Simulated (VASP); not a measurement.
# SnO2 (C2/m) in VASP: further runs

SnO2 is run at these levels: PBE+D3(BJ); tasks: single point.

All numbers are computed with VASP 6.6.1; they aren't measurements. Logs are shortened: lines on timing, memory, paths and dates and some standing lists are left out, and cuts for length are marked.

**1. The cell of the first run**

The structure is monoclinic, space group C2/m (No. 12). Conventional cell: a = 5.607 Å, b = 3.237 Å, c = 13.687 Å, α = 90.00°, β = 92.35°, γ = 90.00°. Within 2.8 Å of Sn (site symmetry 2/m) lie 6 O at 2.12 Å. Sn (site symmetry m) has 6 O at 2.12 Å within 2.8 Å. O (site symmetry m) has 3 Sn at 2.12 Å and 3 O at 2.72 Å within 2.8 Å. Within 2.8 Å of O (site symmetry m) lie 3 Sn at 2.12 Å and 3 O at 2.72 Å. Within 2.8 Å of O (site symmetry m) lie 3 Sn at 2.12 Å and 3 O at 2.72 Å.

**2. Single point, PBE+D3(BJ)**

INCAR

```
SYSTEM = SnO2
PREC = Accurate ; ENCUT = 520
EDIFF = 1E-6 ; ISMEAR = 0
SIGMA = 0.05 ; LREAL = .False.
LASPH = .True. ; NELM = 80
ALGO = Normal ; ISIF = 2
LWAVE = .False. ; LCHARG = .False.
GGA = PE ; IVDW = 12
NBANDS = 49
```

KPOINTS

```
regular mesh
0
Gamma
  9 9 2
  0 0 0
```

POSCAR

```
SnO2
1.0
   -3.2372529198      0.0000000000      0.0000000000
   -1.6186264599     -2.8035432670      0.0000000000
   -4.3702914417     -2.5231889404     13.6754773976
Sn O
3 6
Direct
    0.2430052815      0.2430052815      0.4707348724
    0.8587889533     -0.1412110467      0.1569011630
   -0.3727783902     -0.3727783902      0.7845685818
    0.4602660662      0.4602660662      0.2293340005
    0.2286987226     -0.7713012774      0.8570014193
   -0.1555176056     -0.1555176056      0.5431677099
    0.0257444969      0.0257444969      0.7121357442
    0.6415281686     -0.3584718314      0.3983020348
    0.2573118404      0.2573118404      0.0844683255
```

Potentials or basis: VASP PAW PBE potentials, release 64 (Sn_d, O).

The run is started by

```console
cat potpaw_PBE.64/Sn_d/POTCAR potpaw_PBE.64/O/POTCAR > POTCAR
mpirun -np 1 vasp_std > vasp.out
```

OUTCAR:

```text
SYSTEM = SnO2
   PREC = Accurate
   ENCUT = 520
   EDIFF = 1E-6
   ISMEAR = 0
   LREAL = .False.
   LASPH = .True.
   NELM = 80
   ISIF = 2
   GGA = PE
   IVDW = 12
 IVDW          = 12

 ion  position               nearest neighbor table
   1  0.243  0.243  0.471-   6 2.12   6 2.12   6 2.12   8 2.12   8 2.12   8 2.12
   2  0.859  0.859  0.157-   4 2.12   9 2.12   9 2.12   4 2.12   4 2.12   9 2.12
   3  0.627  0.627  0.785-   5 2.12   5 2.12   7 2.12   5 2.12   7 2.12   7 2.12
   4  0.460  0.460  0.229-   2 2.12   2 2.12   2 2.12
   5  0.229  0.229  0.857-   3 2.12   3 2.12   3 2.12
   6  0.844  0.844  0.543-   1 2.12   1 2.12   1 2.12
   7  0.026  0.026  0.712-   3 2.12   3 2.12   3 2.12
   8  0.642  0.642  0.398-   1 2.12   1 2.12   1 2.12
   9  0.257  0.257  0.084-   2 2.12   2 2.12   2 2.12

  LATTYP: Found a base centered monoclinic cell.
 ALAT       =     5.6070865340
 B/A-ratio  =     0.5773502692
 C/A-ratio  =     2.4410123339
 COS(beta)  =    -0.0409666099

  Lattice vectors:

 A1 = (  -3.2372529198,   0.0000000000,   0.0000000000)
 A2 = (  -1.6186264599,  -2.8035432670,   0.0000000000)
 A3 = (   0.4855879380,   0.2803543266,  13.6754773976)

Analysis of symmetry for initial positions (statically):
=====================================================================
 Subroutine PRICEL returns:
 Original cell was already a primitive cell.

 Routine SETGRP: Setting up the symmetry group for a
 base centered monoclinic supercell.

 Subroutine GETGRP returns: Found  4 space group operations
 (whereof  2 operations were pure point group operations)
 out of a pool of  4 trial point group operations.

The static configuration has the point symmetry C_1h.
 The point group associated with its full space group is C_2h.

Analysis of symmetry for dynamics (positions and initial velocities):
=====================================================================
 Subroutine PRICEL returns:
 Original cell was already a primitive cell.

 Routine SETGRP: Setting up the symmetry group for a
 base centered monoclinic supercell.

 Subroutine GETGRP returns: Found  4 space group operations
 (whereof  2 operations were pure point group operations)
 out of a pool of  4 trial point group operations.

The dynamic configuration has the point symmetry C_1h.
 The point group associated with its full space group is C_2h.

 Subroutine INISYM returns: Found  4 space group operations
 (whereof  2 operations are pure point group operations),
 and found     1 'primitive' translations

----------------------------------------------------------------------------------------

                                     Primitive cell

  volume of cell :     124.1156

  direct lattice vectors                    reciprocal lattice vectors
    -3.237252920  0.000000000  0.000000000    -0.308903884  0.178345741 -0.065811231
    -1.618626460 -2.803543267  0.000000000     0.000000000 -0.356691481 -0.065811231
    -4.370291442 -2.523188940 13.675477398     0.000000000  0.000000000  0.073123590

  length of vectors
     3.237252920  3.237252920 14.576851916     0.362711911  0.362711911  0.073123590

  position of ions in fractional coordinates (direct lattice)
     0.243005281  0.243005281  0.470734872
     0.858788953  0.858788953  0.156901163
     0.627221610  0.627221610  0.784568582
     0.460266066  0.460266066  0.229334001
     0.228698723  0.228698723  0.857001419
     0.844482394  0.844482394  0.543167710
     0.025744497  0.025744497  0.712135744
     0.641528169  0.641528169  0.398302035
     0.257311840  0.257311840  0.084468325

  ion indices of the primitive-cell ions
   primitive index   ion index
                 1           1
                 2           2
                 3           3
                 4           4
                 5           5
                 6           6
                 7           7
                 8           8
                 9           9

----------------------------------------------------------------------------------------

 KPOINTS: regular mesh

Automatic generation of k-mesh.
 Grid dimensions read from file:
 generate k-points for:    9    9    2

 Generating k-lattice:

  Cartesian coordinates                     Fractional coordinates (reciprocal lattice)
    -0.034322654  0.019816193 -0.007312359     0.111111111  0.000000000  0.000000000
     0.000000000 -0.039632387 -0.007312359     0.000000000  0.111111111 -0.000000000
     0.000000000  0.000000000  0.036561795     0.000000000  0.000000000  0.500000000

  Length of vectors
     0.040301323  0.040301323  0.036561795

  Shift w.r.t. Gamma in fractional coordinates (k-lattice)
     0.000000000  0.000000000  0.000000000

 Subroutine IBZKPT returns following result:
 ===========================================

 Found     50 irreducible k-points:

 Following reciprocal coordinates:
            Coordinates               Weight
  0.000000  0.000000  0.000000      1.000000
  0.111111  0.000000  0.000000      4.000000
  0.222222  0.000000 -0.000000      4.000000
  0.333333  0.000000  0.000000      4.000000
  0.444444  0.000000 -0.000000      4.000000
  0.111111  0.111111  0.000000      2.000000
[... 16 lines left out ...]
 -0.333333  0.333333 -0.000000      2.000000
  0.444444  0.444444 -0.000000      2.000000
 [... further k-points ...]
   k-points           NKPTS =     50   k-points in BZ     NKDIM =     50   number of bands    NBANDS=     49
   number of dos      NEDOS =    301   number of ions     NIONS =      9
   total plane-waves  NPLWV =  62208
   dimension x,y,z NGX =    24 NGY =   24 NGZ =  108
   dimension x,y,z NGXF=    48 NGYF=   48 NGZF=  216
   ions per type =               3   6
   NGX,Y,Z   is equivalent  to a cutoff of  12.32, 12.32, 12.32 a.u.
   NGXF,Y,Z  is equivalent  to a cutoff of  24.65, 24.65, 24.63 a.u.
 SYSTEM =  SnO2
   PREC   = accura    normal or accurate (medium, high low for compatibility)
   ISTART =      0    job   : 0-new  1-cont  2-samecut
   ICHARG =      2    charge: 1-file 2-atom 10-const
   ISPIN  =      1    spin polarized calculation?
   LNONCOLLINEAR =      F non collinear calculations
   LSORBIT =      F    spin-orbit coupling
   LASPH  =      T    aspherical Exc in radial PAW
   ENCUT  =  520.0 eV  38.22 Ry    6.18 a.u.   6.02  6.02 27.10*2*pi/ulx,y,z
   NELM   =     80;   NELMIN=  2; NELMDL= -5     # of ELM steps
   EDIFF  = 0.1E-05   stopping-criterion for ELM
   LREAL  =      F    real-space projection
   EDIFFG = 0.1E-04   stopping-criterion for IOM
   NSW    =      0    number of steps for IOM
   IBRION =     -1    ionic relax: 0-MD 1-quasi-New 2-CG
   NFREE  =      0    steps in history (QN), initial steepest desc. (CG)
   ISIF   =      2    stress and relaxation
   ISYM   =      2    0-nonsym 1-usesym 2-fastsym
   POTIM  = 0.5000    time-step for ionic-motion
   TEBEG  =    0.0;   TEEND  =   0.0 temperature during run
   PSTRESS=    0.0 pullay stress
   NELECT =      78.0000    total number of electrons
   NUPDOWN=      -1.0000    fix difference up-down
   EMIN   =  10.00;   EMAX   =-10.00  energy-range for DOS
   EFERMI =   0.00;   METHOD = LEGACY
   ISMEAR =     0;   SIGMA  =   0.05  broadening in eV -4-tet -1-fermi 0-gaus
   EFERMI_NEDOS =   21; number of points for ismear=-14 and -15
   IALGO  =     38    algorithm
   IMIX   =      4    mixing-type and parameters
     AMIX     =   0.40;   BMIX     =  1.00
     AMIX_MAG =   1.60;   BMIX_MAG =  1.00
  volume/ion in A,a.u.               =      13.79        93.06
  Fermi-wavevector in a.u.,A,eV,Ry     =   1.402268  2.649902 26.753876  1.966354
  Thomas-Fermi vector in A             =   2.525046
   LORBIT       =      0    0 simple, 1 ext, 2 COOP (PROOUT), +10 PAW based schemes
   GGA     = PE    functional components
   LHFCALC =     F    Hartree Fock is set to
   AEXX    =    0.0000 exact exchange contribution
   IVDW    =    12    specifies the selected vdW correction
   LEPSILON=     F    determine dielectric tensor
   LRPA    =     F    only Hartree local field effects (RPA)
 non-spin polarized calculation
 Gauss-broadening in eV      SIGMA  =   0.05
  energy-cutoff  :      520.00
  volume of cell :      124.12
 maximum number of plane-waves:      3394
   NGX = 13   NGY = 13   NGZ = 55

 number of electron      78.0000002 magnetization

 Free energy of the ion-electron system (eV)
  ---------------------------------------------------
  ext. energy  EPLUGINS =         0.00000000
  ---------------------------------------------------
  free energy    TOTEN  =       -54.51744171 eV

  energy without entropy =      -54.51744171  energy(sigma->0) =      -54.51744171

 E-fermi :   4.2382     XC(G=0): -10.2896

 val. band max:        4.0107502666   @ k =  -0.1111   0.1111  -0.0000
 cond. band min:       5.7731531933   @ k =   0.0000   0.0000   0.0000
 fundamental gap:      1.7624029268
 Fermi energy:         4.2382336437

 k-point     1 :       0.0000    0.0000    0.0000
  band No.  band energies     occupation
      1     -16.1428      2.00000
      2     -16.1349      2.00000
      3     -16.1346      2.00000
      4     -15.8959      2.00000
      5     -15.8959      2.00000
      6     -15.8869      2.00000
[... 41 lines left out ...]
     48      14.8406      0.00000
     49      15.0345      0.00000

 k-point     2 :       0.1111    0.0000    0.0000
  band No.  band energies     occupation
      1     -16.1008      2.00000
      2     -16.0928      2.00000
      3     -16.0921      2.00000
      4     -15.9898      2.00000
      5     -15.9808      2.00000
      6     -15.9800      2.00000
[... 41 lines left out ...]
     48      14.4186      0.00000
     49      15.2451      0.00000

 k-point     3 :       0.2222    0.0000   -0.0000
  band No.  band energies     occupation
      1     -16.2775      2.00000
      2     -16.2670      2.00000
      3     -16.2647      2.00000
      4     -15.9443      2.00000
      5     -15.9366      2.00000
      6     -15.9346      2.00000
[... 1081 lines left out ...]
     48      14.1650      0.00000
     49      14.4474      0.00000

 k-point    24 :       0.4444    0.4444   -0.0000
  band No.  band energies     occupation
      1     -16.6770      2.00000
      2     -16.6662      2.00000
      3     -16.6649      2.00000
      4     -15.8584      2.00000
      5     -15.8509      2.00000
      6     -15.8508      2.00000
[... 41 lines left out ...]
     48      14.5816      0.00000
     49      15.3374      0.00000

 [... further k-points ...]

------------------------ aborting loop because EDIFF is reached ----------------------------------------

 Edisp (eV)   -1.69711

 E8    (eV) :    -0.6723

  FORCE on cell =-STRESS in cart. coord.  units (eV):
  Direction    XX          YY          ZZ          XY          YZ          ZX
  --------------------------------------------------------------------------------------
  -------------------------------------------------------------------------------------
  Total       0.27063     0.23427     0.08542     0.03149    -0.05694    -0.09862
  in kB       3.49353     3.02416     1.10273     0.40649    -0.73500    -1.27306
  external pressure =        2.54 kB  Pullay stress =        0.00 kB

 VOLUME and BASIS-vectors are now :
 -----------------------------------------------------------------------------
  energy-cutoff  :      520.00
  volume of cell :      124.12
      direct lattice vectors                 reciprocal lattice vectors
    -3.237252920  0.000000000  0.000000000    -0.308903884  0.178345741 -0.065811231
    -1.618626460 -2.803543267  0.000000000     0.000000000 -0.356691481 -0.065811231
    -4.370291442 -2.523188940 13.675477398     0.000000000  0.000000000  0.073123590

 POSITION                                       TOTAL-FORCE (eV/Angst)
 -----------------------------------------------------------------------------------
     -3.23725     -1.86903      6.43752        -0.000000     -0.000000     -0.000000
     -4.85588     -2.80354      2.14570        -0.003670     -0.002119      0.086338
     -6.47451     -3.73806     10.72935         0.003670      0.002119     -0.086338
     -3.23725     -1.86903      3.13625        -0.001797     -0.001037      0.062160
     -4.85588     -2.80354     11.71990         0.020956      0.012099      0.253029
     -6.47451     -3.73806      7.42808         0.000104      0.000060      0.055461
     -3.23725     -1.86903      9.73880         0.001797      0.001037     -0.062160
     -4.85588     -2.80354      5.44697        -0.000104     -0.000060     -0.055461
     -1.61863     -0.93451      1.15514        -0.020956     -0.012099     -0.253029
 -----------------------------------------------------------------------------------
    total drift:                               -0.000015     -0.000009     -0.000106

  FREE ENERGIE OF THE ION-ELECTRON SYSTEM (eV)
  ---------------------------------------------------
  free  energy   TOTEN  =       -56.2145486712 eV

  energy  without entropy=      -56.2145486712  energy(sigma->0) =      -56.21454867
```

Run time: 3.5 min. Hardware: 1 thread of Oxide Virtual Turin-like, shared host; peak memory 0.35 GiB.

What came out:

* Free energy: -56.2145 eV
* Pressure: 0.3 GPa
* Largest force: 0.254 eV/Å
* Band gap on the k mesh: 1.76 eV, indirect (least direct gap 1.84 eV)
* Dispersion energy per atom: -0.189 eV

Forces on the atoms (eV/Å):
```
Sn   0.000  0.000  0.000
Sn  -0.004 -0.002  0.086
Sn   0.004  0.002 -0.086
O   -0.002 -0.001  0.062
O    0.021  0.012  0.253
O    0.000  0.000  0.055
O    0.002  0.001 -0.062
O    0.000  0.000 -0.055
O   -0.021 -0.012 -0.253
```

Stress tensor (GPa, compression positive):
```
 0.35  0.04 -0.13
 0.04  0.30 -0.07
-0.13 -0.07  0.11
```

Levels at points of the mesh, in eV from the valence-band top:
| k point | band 36 | band 37 | band 38 | band 39 | band 40 | band 41 | band 42 | band 43 |
| --- | --- | --- | --- | --- | --- | --- | --- | --- |
| (0.00, 0.00, 0.00) | -1.02 | -0.99 | -0.99 | -0.08 | 1.76 | 2.82 | 3.21 | 5.60 |
| (0.00, 0.00, 0.50) | -0.99 | -0.98 | -0.71 | -0.36 | 2.09 | 2.39 | 3.38 | 5.56 |

Caveat: spin-orbit coupling is left out, which moves the levels of the heavy elements.

**3. Single point, PBE+D3(BJ)**

This run uses another cell than the first one, of the same volume but with other edges.

INCAR

```
PREC = Accurate
ENCUT = 520
EDIFF = 1E-7
ISMEAR = 0
SIGMA = 0.05
LREAL = F
LASPH = T
NELM = 60
ALGO = Normal
ISIF = 2
LWAVE = F
LCHARG = F
GGA = PE
IVDW = 12
NBANDS = 49
```

KPOINTS

```
regular mesh
0
Gamma
  9 9 2
```

POSCAR

```
SnO2
1.0
   -3.2372529198      0.0000000000      0.0000000000
   -1.6186264599     -2.8035432670      0.0000000000
   -2.4279396898     -1.4017716336     13.6754773976
Sn O
3 6
Direct
    0.4312992305      0.4312992305      0.4707348724
    0.9215494185     -0.0784505815      0.1569011630
   -0.0589509575     -0.0589509575      0.7845685818
    0.5519996664      0.5519996664      0.2293340005
    0.5714992903     -0.4285007097      0.8570014193
    0.0617494784      0.0617494784      0.5431677099
    0.3105987946      0.3105987946      0.7121357442
    0.8008489826     -0.1991510174      0.3983020348
    0.2910991706      0.2910991706      0.0844683255
```

Potentials or basis: VASP PAW PBE potentials, release 64 (Sn_d, O).

The run is started by

```console
cat potpaw_PBE.64/Sn_d/POTCAR potpaw_PBE.64/O/POTCAR > POTCAR
mpirun -np 1 vasp_std > vasp.out
```

Wall time 4.5 min (1 thread of Oxide Virtual Turin-like, shared host); peak memory 0.35 GiB.

It converged, with:

```
Free energy                : -56.1954 eV
Pressure                   : 0.3 GPa
Largest force              : 0.238 eV/Å
Band gap on the k mesh     : 1.76 eV, indirect (least direct gap 1.83 eV)
Dispersion energy per atom : -0.189 eV
```

Forces on the atoms (eV/Å):
```
Sn   0.000  0.000  0.000
Sn  -0.005 -0.003  0.118
Sn   0.005  0.003 -0.118
O    0.000  0.000  0.062
O   -0.028 -0.016  0.236
O    0.000  0.000  0.056
O    0.000  0.000 -0.062
O    0.000  0.000 -0.056
O    0.028  0.016 -0.236
```

Stress tensor (GPa, compression positive):
```
0.28 0.04 0.09
0.04 0.24 0.05
0.09 0.05 0.39
```

Levels at points of the mesh, in eV from the valence-band top:
| k point | band 36 | band 37 | band 38 | band 39 | band 40 | band 41 | band 42 | band 43 |
| --- | --- | --- | --- | --- | --- | --- | --- | --- |
| (0.00, 0.00, 0.00) | -1.03 | -0.99 | -0.99 | -0.08 | 1.76 | 2.81 | 3.20 | 5.58 |
| (0.00, 0.00, 0.50) | -0.99 | -0.99 | -0.70 | -0.36 | 2.08 | 2.38 | 3.38 | 5.52 |

Caveat: spin-orbit coupling is left out, which moves the levels of the heavy elements.

**4. Single point, PBE+D3(BJ)**

This run uses another cell than the first one, of 14.50 Å³/atom, 1.051 times its volume.

INCAR

```
PREC = Accurate
ENCUT = 520
EDIFF = 1E-6
ISMEAR = 0
SIGMA = 0.05
LREAL = False
LASPH = True
NELM = 80
ALGO = Normal
ISIF = 2
LWAVE = False
LCHARG = False
GGA = PE
IVDW = 12
NBANDS = 49
```

KPOINTS is that of step 3.

POSCAR

```
SnO2
1.0
   -3.2372529198      0.0000000000      0.0000000000
   -1.6186264599     -2.8035432670      0.0000000000
   -1.9423517519     -1.1214173069     14.3754773976
Sn O
3 6
Direct
    0.4875415099      0.4875415099      0.4478128920
    0.9402955951     -0.0597044049      0.1492610123
    0.0347874246      0.0347874246      0.7463647718
    0.5793999456      0.5793999456      0.2181668027
    0.6738917751     -0.3261082249      0.8152705622
    0.1266458604      0.1266458604      0.5167186824
    0.3956830741      0.3956830741      0.6774589813
    0.8484371594     -0.1515628406      0.3789071016
    0.3011912446      0.3011912446      0.0803552219
```

The run is started by

```console
cat potpaw_PBE.64/Sn_d/POTCAR potpaw_PBE.64/O/POTCAR > POTCAR
mpirun -np 1 vasp_std > vasp.out
```

Wall time 12 min (1 thread of Oxide Virtual Turin-like, shared host); peak memory 0.35 GiB.

Results (log left out):

- Free energy: -56.1481 eV
- Pressure: 0.3 GPa
- Largest force: 0.261 eV/Å
- Band gap on the k mesh: 1.86 eV, indirect (least direct gap 1.99 eV)
- Dispersion energy per atom: -0.182 eV

Forces in eV/Å, atoms in the order of the input:
```
Sn   0.000  0.000  0.000
Sn  -0.001 -0.001  0.119
Sn   0.001  0.001 -0.119
O    0.000  0.000  0.066
O   -0.002 -0.001  0.261
O    0.000  0.000  0.055
O    0.000  0.000 -0.066
O    0.000  0.000 -0.055
O    0.002  0.001 -0.261
```

Levels at points of the mesh, in eV from the valence-band top:
| k point | band 35 | band 36 | band 37 | band 38 | band 39 | band 40 | band 41 | band 42 | band 43 | band 44 |
| --- | --- | --- | --- | --- | --- | --- | --- | --- | --- | --- |
| (0.00, 0.00, 0.00) | -0.99 | -0.95 | -0.95 | -0.94 | -0.13 | 1.86 | 2.72 | 3.26 | 5.63 | 5.64 |
| (0.00, 0.00, 0.50) | -0.99 | -0.95 | -0.95 | -0.78 | -0.25 | 2.03 | 2.49 | 3.36 | 5.58 | 5.73 |

Caveat: spin-orbit coupling is left out, which moves the levels of the heavy elements. Expect the measured gap to be larger: semilocal functionals such as PBE lack the derivative discontinuity.

[end of part 1 of 2]
